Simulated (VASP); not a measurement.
The system is Al3BP4.

```
Al B P
1.0
     3.61000    0.00000    0.00000
     0.00000    3.61000    0.00000
     0.00000    0.00000   10.20000
Al B P
3 1 4
Direct
  0.50000 0.50000 0.75000
  0.00000 0.00000 0.50000
  0.50000 0.50000 0.25000
  0.00000 0.00000 0.00000
  0.00000 0.50000 0.11000
  0.50000 0.00000 0.89000
  0.00000 0.50000 0.62500
  0.50000 0.00000 0.37500
```

| Quantity | Value |
| --- | --- |
| Program | VASP 6.6.1 |
| Task | relaxation of cell and atoms |
| Functional | PBE |
| Potentials or basis | VASP PAW PBE potentials, release 64 (Al, B, P) |
| Cutoff | 600 eV |
| k mesh | 5 × 5 × 2 |
| Occupations | gaussian, width 0.2 eV |
| Spin | no spin polarisation |

At the start: pressure 13.8 GPa; volume 16.62 Å³/atom.

Question: How do energy, volume and symmetry change on relaxing?

Answer: Over 9 steps the energy falls by 124.3 meV/atom and the volume is 18.45 Å³/atom (+11.0 %); space group P-4m2 (No. 115, to 0.1 Å) before and after.

Step by step:
| step | energy change (eV) | largest force (eV/Å) | pressure (GPa) | volume (Å³) |
| --- | --- | --- | --- | --- |
| 1 | 0.0000 | 1.6148 | 13.76 | 132.93 |
| 2 | -0.5360 | 0.5140 | -6.97 | 162.30 |
| 3 | -0.7953 | 0.7796 | -1.10 | 150.52 |
| 4 | -0.7952 | 0.7926 | -0.89 | 150.15 |
| 5 | -0.8904 | 0.4768 | -0.50 | 149.13 |
| 6 | -0.9811 | 0.3767 | 0.45 | 146.97 |
| 7 | -0.9815 | 0.3739 | 0.53 | 146.81 |
| 8 | -0.9895 | 0.2113 | -0.47 | 148.12 |
| 9 | -0.9945 | 0.0481 | -0.10 | 147.61 |

Final structure:
```xyz
8
Lattice="3.6922 0.0000 0.0000 0.0000 3.6922 0.0000 0.0000 0.0000 10.8281" Properties=species:S:1:pos:R:3 pbc="T T T"
Al    1.8461    1.8461    8.2963
Al    3.6922    3.6922    5.4140
Al    1.8461    1.8461    2.5318
B     3.6922    3.6922    0.0000
P     0.0000    1.8461    1.0660
P     1.8461    0.0000    9.7621
P     0.0000    1.8461    6.8535
P     1.8461    3.6922    3.9745
```

Caveat: the relaxation stopped at a loose force limit of 0.08 eV/Å, so its end isn't a converged minimum.
